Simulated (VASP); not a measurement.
# AlNi3 (P-6m2) in VASP: notebook, part 2 of 2

VASP 6.6.1.

### Step 3. Single point, PBE, collinear spin

This run uses another cell than the first one, of 11.67 Å³/atom.

Contents of INCAR:

```
PREC = Accurate
ENCUT = 520
EDIFF = 1E-7
ISMEAR = 0
SIGMA = 0.1
LREAL = False
LASPH = True
NELM = 150
ALGO = Normal
ISIF = 2
LWAVE = False
LCHARG = True
ISPIN = 2
MAGMOM = 0 0 0 -0.24
LORBIT = 11
LMAXMIX = 4
GGA = PE
LELF = True
LVHAR = True
NBANDS = 28
```

Contents of KPOINTS:

```
Automatic mesh
0
Gamma
  24 24 6
```

Contents of POSCAR:

```
AlNi3
1.0
    2.6204836697      0.0000000000      0.0000000000
   -1.3102418349      2.2694054281      0.0000000000
    0.0000000000      0.0000000000      7.8469581139
Al Ni
1 3
Direct
    0.6666666667      0.3333333333      0.5000000000
    0.3333333333      0.6666666667      0.7447582228
    0.3333333333      0.6666666667      0.2552417772
    0.6666666667      0.3333333333      0.0000000000
```

Potentials or basis: VASP PAW PBE potentials, release 64 (Al, Ni).

The run is started by

```
> cat potpaw_PBE.64/Al/POTCAR potpaw_PBE.64/Ni/POTCAR > POTCAR
> mpirun -np 1 vasp_std > vasp.out
```

OUTCAR:

```text
PREC = Accurate
   ENCUT = 520
   EDIFF = 1E-7
   ISMEAR = 0
   LREAL = False
   LASPH = True
   NELM = 150
   ISIF = 2
   ISPIN = 2
   LORBIT = 11
   GGA = PE

 ion  position               nearest neighbor table
   1  0.667  0.333  0.500-   2 2.44   3 2.44   2 2.44   3 2.44   2 2.44   3 2.44
   2  0.333  0.667  0.745-   1 2.44   1 2.44   1 2.44   4 2.51   4 2.51   4 2.51
   3  0.333  0.667  0.255-   1 2.44   1 2.44   1 2.44   4 2.51   4 2.51   4 2.51
   4  0.667  0.333  0.000-   2 2.51   3 2.51   2 2.51   3 2.51   2 2.51   3 2.51

  LATTYP: Found a hexagonal cell.
 ALAT       =     2.6204836697
 C/A-ratio  =     2.9944693816

  Lattice vectors:

 A1 = (   2.6204836697,   0.0000000000,   0.0000000000)
 A2 = (  -1.3102418349,   2.2694054281,   0.0000000000)
 A3 = (   0.0000000000,   0.0000000000,   7.8469581139)

Analysis of symmetry for initial positions (statically):
=====================================================================
 Subroutine PRICEL returns:
 Original cell was already a primitive cell.

 Routine SETGRP: Setting up the symmetry group for a
 hexagonal supercell.

 Subroutine GETGRP returns: Found 12 space group operations
 (whereof 12 operations were pure point group operations)
 out of a pool of 24 trial point group operations.

The static configuration has the point symmetry D_3h.

Analysis of symmetry for dynamics (positions and initial velocities):
=====================================================================
 Subroutine PRICEL returns:
 Original cell was already a primitive cell.

 Routine SETGRP: Setting up the symmetry group for a
 hexagonal supercell.

 Subroutine GETGRP returns: Found 12 space group operations
 (whereof 12 operations were pure point group operations)
 out of a pool of 24 trial point group operations.

[... 157 lines left out ...]
 number of electron      32.9999985 magnetization      -0.4295134

 Free energy of the ion-electron system (eV)
  ---------------------------------------------------
  ext. energy  EPLUGINS =         0.00000000
  ---------------------------------------------------
  free energy    TOTEN  =       -20.80566977 eV

  energy without entropy =      -20.77922159  energy(sigma->0) =      -20.79244568

 E-fermi :   9.2055     XC(G=0): -12.5004

 val. band max:        9.2051424969   @ k =   0.4583   0.0417   0.1667
 cond. band min:       9.2081877012   @ k =   0.2500   0.1250   0.3333
 fundamental gap:      0.0030452043
 Fermi energy:         9.2054569645

 spin component 1

 k-point     1 :       0.0000    0.0000    0.0000
  band No.  band energies     occupation
      1      -1.6713      1.00000
      2       2.1926      1.00000
      3       2.2873      1.00000
      4       5.3288      1.00000
      5       6.8822      1.00000
      6       7.5039      1.00000
[... 733 lines left out ...]
     27      22.6463      0.00000
     28      22.7432      0.00000

 [... further k-points ...]

 spin component 2

 k-point     1 :       0.0000    0.0000    0.0000
  band No.  band energies     occupation
      1      -1.6618      1.00000
      2       2.2008      1.00000
      3       2.2947      1.00000
      4       5.2275      1.00000
      5       6.8291      1.00000
      6       7.3476      1.00000
[... 733 lines left out ...]
     27      22.6468      0.00000
     28      22.7260      0.00000

 [... further k-points ...]
[... 5 lines left out ...]
  --------------------------------------------------------------------------------------
  -------------------------------------------------------------------------------------
  Total        0.0601329      0.0601329      0.0163739     -0.0000000      0.0000000     -0.0000000
  in kB        2.0645631      2.0645631      0.5621686     -0.0000000      0.0000000     -0.0000000
  external PRESSURE =       1.5637649 kB  Pullay stress =       0.0000000 kB

 VOLUME and BASIS-vectors are now :
 -----------------------------------------------------------------------------
  energy-cutoff  :      520.00
  volume of cell :       46.67
      direct lattice vectors                 reciprocal lattice vectors
     2.620483670  0.000000000  0.000000000     0.381608942  0.220322025  0.000000000
    -1.310241835  2.269405428  0.000000000     0.000000000  0.440644050  0.000000000
     0.000000000  0.000000000  7.846958114     0.000000000  0.000000000  0.127437917

 POSITION                                       TOTAL-FORCE (eV/Angst)
 -----------------------------------------------------------------------------------
      1.31024      0.75647      3.92348         0.000000     -0.000000      0.000000
     -0.00000      1.51294      5.84409        -0.000000     -0.000000      0.012742
     -0.00000      1.51294      2.00287        -0.000000     -0.000000     -0.012742
      1.31024      0.75647      0.00000         0.000000      0.000000      0.000000
 -----------------------------------------------------------------------------------
    total drift:                                0.000001     -0.000000     -0.000000

  FREE ENERGIE OF THE ION-ELECTRON SYSTEM (eV)
  ---------------------------------------------------
  free  energy   TOTEN  =       -20.8056697658 eV

  energy  without entropy=      -20.7792215917  energy(sigma->0) =      -20.79244568

 total charge

# of ion       s       p       d       tot
------------------------------------------
    1        0.419   0.445   0.000   0.864
    2        0.469   0.485   8.378   9.332
    3        0.469   0.485   8.378   9.332
    4        0.461   0.419   8.302   9.182
--------------------------------------------------
tot          1.818   1.834  25.058  28.709

 magnetization (x)

# of ion       s       p       d       tot
------------------------------------------
    1       -0.000   0.002   0.000   0.002
    2        0.001   0.005  -0.061  -0.055
    3        0.001   0.005  -0.061  -0.055
    4        0.002   0.007  -0.349  -0.340
--------------------------------------------------
tot          0.002   0.019  -0.470  -0.449
```

It took 24 min on 1 thread of Oxide Virtual Turin-like, shared host; peak memory 0.49 GiB.

What came out:

```
Free energy                                           : -20.8057 eV
Pressure                                              : 0.2 GPa
Largest force                                         : 0.013 eV/Å
Net moment                                            : -0.43 μB per cell
Site moments                                          : Al +0.00; Ni -0.06, -0.34 (each value once) μB
Valence electrons inside the program's atomic spheres : Al 0.86; Ni 9.33, 9.18 (each value once)
```

Forces on the atoms (eV/Å):
```
Al   0.000  0.000  0.000
Ni   0.000  0.000  0.013
Ni   0.000  0.000 -0.013
Ni   0.000  0.000  0.000
```

Levels at points of the mesh, in eV from the Fermi level:
Spin up:
```tsv
k point	band 13	band 14	band 15	band 16	band 17	band 18	band 19	band 20
(0.00, 0.00, 0.00)	-1.12	-1.12	-0.70	-0.70	-0.51	-0.19	-0.19	4.14
(0.50, 0.00, 0.00)	-0.34	-0.19	-0.11	0.13	0.42	0.49	2.00	3.54
(0.00, 0.00, 0.50)	-1.44	-1.14	-1.14	-0.68	-0.68	-0.20	-0.20	6.33
(0.50, 0.00, 0.50)	-0.36	-0.19	-0.12	0.13	0.51	0.64	2.33	3.63
```
Spin down:
| k point | band 14 | band 15 | band 16 | band 17 | band 18 | band 19 | band 20 | band 21 |
| --- | --- | --- | --- | --- | --- | --- | --- | --- |
| (0.00, 0.00, 0.00) | -1.20 | -0.86 | -0.86 | -0.49 | -0.43 | -0.43 | 4.08 | 12.52 |
| (0.50, 0.00, 0.00) | -0.34 | -0.21 | -0.21 | 0.17 | 0.45 | 1.96 | 3.52 | 3.95 |
| (0.00, 0.00, 0.50) | -1.22 | -1.22 | -0.83 | -0.83 | -0.44 | -0.44 | 6.33 | 8.92 |
| (0.50, 0.00, 0.50) | -0.34 | -0.21 | -0.21 | 0.43 | 0.47 | 2.24 | 3.62 | 4.30 |
